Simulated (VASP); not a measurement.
Wanted: the native input for a VASP 6.6.1 run.

- Task: single point
- Functional: LDA
- Potentials or basis: VASP PAW LDA potentials, release 64 (Ag)
- Cutoff: 520 eV
- k mesh: 20 × 20 × 20
- Occupations: gaussian, width 0.15 eV
- Spin: no spin polarisation
- Dipole correction: no
- Further INCAR settings: ALGO = Normal; EDIFF = 1e-06; NBANDS = 12

The structure of Ag lies in POSCAR:

```
Ag
1.0
    0.0000000000      2.0431000000      2.0431000000
    2.0431000000      0.0000000000      2.0431000000
    2.0431000000      2.0431000000      0.0000000000
Ag
1
Direct
    0.0000000000      0.0000000000      0.0000000000
```

These files were run (other wordings do the same):

INCAR

```
PREC = Accurate
ENCUT = 520
EDIFF = 1E-6
ISMEAR = 0
SIGMA = 0.15
LREAL = False
LASPH = True
NELM = 60
ALGO = Normal
ISIF = 2
LWAVE = False
LCHARG = False
GGA = CA
NBANDS = 12
```

KPOINTS

```
regular mesh
0
Gamma
  20 20 20
```

Potentials or basis: VASP PAW LDA potentials, release 64 (Ag).

Launch:

```console
$ cat potpaw_LDA.64/Ag/POTCAR > POTCAR
$ mpirun -np 1 vasp_std > vasp.out
```

It gave:

```json
{"Pressure": "-7.2 GPa"}
```

Wall time 16 s on 1 thread of Intel(R) Xeon(R) Platinum 8488C (Sapphire Rapids) (shared host), peak memory 0.17 GiB.
